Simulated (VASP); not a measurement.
# CuSi16 (a cell with a defect) in VASP: further runs, part 2 of 2

VASP 6.6.1. Earlier steps stand in the parts before.

**3. Single point, PBEsol, collinear spin, zero start**

File INCAR:

```
  ALGO = Normal
  EDIFF = 1E-6
  ENCUT = 520
  GGA = PS
  ISIF = 2
  ISMEAR = -1
  ISPIN = 2
  LASPH = True
  LCHARG = True
  LELF = True
  LMAXMIX = 4
  LORBIT = 11
  LREAL = Auto
  LVHAR = True
  LWAVE = False
  MAGMOM = 0 0 0 0 0 0 0 0 0 0 0 0 0 0 0 0 0
  NBANDS = 56
  NELM = 150
  PREC = Accurate
  SIGMA = 0.02
```

File KPOINTS:

```
k-points
0
Gamma
  2 2 2
```

File POSCAR:

```
CuSi16
1.0
    0.0000000000      5.4300000000      5.4300000000
    5.4300000000      0.0000000000      5.4300000000
    5.4300000000      5.4300000000      0.0000000000
Si Cu
16 1
Direct
   -0.0101780847      0.0286872928     -0.0097443831
    0.1284714549      0.1259081031      0.1289081031
    0.0060593002     -0.0068103131      0.5023114180
    0.1286586556      0.1314960405      0.6147713628
    0.0039617864      0.4987153775      0.0044032228
    0.1096238490      0.6543604972      0.1100638122
    0.0041753223      0.5047443831      0.4780200737
    0.1315571823      0.6200805709      0.6191153775
    0.5018745856     -0.0068086556      0.0064970534
    0.6143374770      0.1314982505      0.1290930939
    0.5021064457     -0.0020760589      0.5025406998
    0.6330717311      0.1085879374      0.6335094843
    0.4775799263      0.5047465930      0.0046123389
    0.6186737569      0.6200820442      0.1319967772
    0.5048817680      0.4808611418      0.5053215470
    0.6191981584      0.6252180479      0.6196353591
    0.8363392265      0.4788615101      0.8367797422
```

Potentials or basis: VASP PAW PBE potentials, release 64 (Si, Cu).

On the command line:

```sh
$ cat potpaw_PBE.64/Si/POTCAR potpaw_PBE.64/Cu/POTCAR > POTCAR
$ mpirun -np 1 vasp_std > vasp.out
```

OUTCAR:

```text
EDIFF = 1E-6
   ENCUT = 520
   GGA = PS
   ISIF = 2
   ISMEAR = -1
   ISPIN = 2
   LASPH = True
   LORBIT = 11
   LREAL = Auto
   NELM = 150
   PREC = Accurate

 ion  position               nearest neighbor table
   1  0.990  0.029  0.990-   6 2.35   2 2.36   4 2.36  10 2.36  17 2.82
   2  0.128  0.126  0.129-   5 2.34   9 2.34   3 2.34   1 2.36
   3  0.006  0.993  0.502-  12 2.34   8 2.34   2 2.34   4 2.34
   4  0.129  0.131  0.615-   7 2.34  11 2.34   3 2.34   1 2.36
   5  0.004  0.499  0.004-   6 2.31  17 2.32   2 2.34   8 2.42  14 2.42
[... 884 lines left out ...]
      8.12057      2.76045      5.42592        -0.006970     -0.013053     -0.032876
      4.05223      4.03682      1.41264        -0.020516     -0.019635     -0.013044
      2.73193      0.04542      2.72954         0.041018      0.049591      0.041018
      4.15082      1.19290      4.14843         0.054021      0.002053      0.054021
[... 9 lines left out ...]
      6.75955      6.72687      6.75718        -0.015522     -0.012069     -0.015522
      7.14393      9.08504      7.14154         0.012401     -0.027553      0.012401
 -----------------------------------------------------------------------------------
    total drift:                                0.006201      0.005786     -0.005640

  FREE ENERGIE OF THE ION-ELECTRON SYSTEM (eV)
  ---------------------------------------------------
  free  energy   TOTEN  =       -93.4622967243 eV

  energy  without entropy=      -93.4484724865  energy(sigma->0) =      -93.45538461

 total charge

# of ion       s       p       d       tot
------------------------------------------
    1        0.740   0.950   0.000   1.690
    2        0.744   0.949   0.000   1.694
    3        0.741   0.956   0.000   1.697
    4        0.744   0.947   0.000   1.691
    5        0.735   0.958   0.000   1.694
    6        0.760   0.940   0.000   1.700
[... 9 lines left out ...]
   16        0.735   0.947   0.000   1.683
   17        0.494   0.460   9.213  10.168
--------------------------------------------------
tot         12.352  15.674   9.213  37.239

 magnetization (x)

# of ion       s       p       d       tot
------------------------------------------
    1       -0.000   0.000   0.000  -0.000
    2        0.000   0.000   0.000   0.000
    3        0.000   0.000   0.000   0.000
    4        0.000   0.000   0.000   0.000
    5        0.000  -0.000   0.000   0.000
    6        0.000   0.000   0.000   0.000
[... 9 lines left out ...]
   16        0.000  -0.000   0.000   0.000
   17        0.000  -0.000   0.000   0.000
--------------------------------------------------
tot          0.000   0.000   0.000   0.000
```

stdout:

```text
POSCAR found type information on POSCAR SiCu
 POSCAR found :  2 types and      17 ions
 scaLAPACK will be used
 -----------------------------------------------------------------------------
|                                                                             |
|                                                                             |
|     You enforced a specific xc type in the INCAR file but a different       |
|     I HOPE YOU KNOW WHAT YOU ARE DOING!                                     |
|                                                                             |
 -----------------------------------------------------------------------------

 LDA part: xc-table for (Slater+PW92), standard interpolation
 POSCAR, INCAR and KPOINTS ok, starting setup
 FFT: planning ... GRIDC
 FFT: planning ... GRID_SOFT
 FFT: planning ... GRID
 WAVECAR not read
 entering main loop
```

It took 8.7 min on 1 thread of Intel Xeon Platinum 8375C at 2.90GHz (Ice Lake), shared host; peak memory 0.7 GiB.

Results:

| Item | Value |
| --- | --- |
| Free energy | -93.4623 eV |
| Pressure | 2.3 GPa |
| Largest force | 0.076 eV/Å |
| Net moment | 0.00 μB per cell |
| Valence electrons inside the program's atomic spheres | Si 1.69, 1.70, 1.68 (each value once); Cu 10.17 |

Forces on the atoms (eV/Å):
```
Si   0.024 -0.021  0.024
Si   0.010  0.011  0.010
Si  -0.007 -0.013 -0.033
Si  -0.021 -0.020 -0.013
Si   0.041  0.050  0.041
Si   0.054  0.002  0.054
Si  -0.016  0.013  0.013
Si   0.018  0.031 -0.003
Si  -0.033 -0.013 -0.007
Si  -0.013 -0.020 -0.021
Si  -0.022 -0.015 -0.022
Si  -0.020 -0.021 -0.020
Si   0.013  0.013 -0.016
Si  -0.003  0.031  0.018
Si  -0.024  0.010 -0.024
Si  -0.016 -0.012 -0.016
Cu   0.012 -0.028  0.012
```

Caveat: the k points lie up to 0.50 Å⁻¹ apart; no moment was typed at the start, so none could form; the PAW data sets were made with another functional, which shifts forces and pressure a little.
